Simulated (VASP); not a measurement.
A run of VASP 6.6.1 is set up as follows.

Contents of INCAR:

```
SYSTEM = Zn
  PREC = Accurate
  ENCUT = 520
  EDIFF = 1E-7
  ISMEAR = -1
  SIGMA = 0.1
  LREAL = .FALSE.
  LASPH = .TRUE.
  NELM = 100
  ALGO = Normal
  ISIF = 2
  LWAVE = .FALSE.
  LCHARG = .FALSE.
  GGA = PS
  NBANDS = 12
```

File KPOINTS:

```
regular mesh
0
G
  14 14 14
  0 0 0
```

The input POSCAR:

```
Zn
1.0
    2.6301874509      0.0000000000      0.0000000000
    0.0000000000      2.6301874509      0.0000000000
    0.0000000000      0.0000000000      2.6301874509
Zn
1
Direct
    0.0000000000      0.0000000000      0.0000000000
```

Potentials or basis: VASP PAW PBE potentials, release 64 (Zn).

Launch:

```console
$ cat potpaw_PBE.64/Zn/POTCAR > POTCAR
$ mpirun -np 1 vasp_std > vasp.out
```

Problem. What does it give for the pressure?

Solution. -3.6 GPa.

Problem. What does it give for the band gap on the k mesh?

Solution. Zero (band 6 reaches 7.09 eV, above the bottom of band 7 at -1.17 eV).

Caveat: the PAW data sets were made with another functional, which shifts forces and pressure a little.
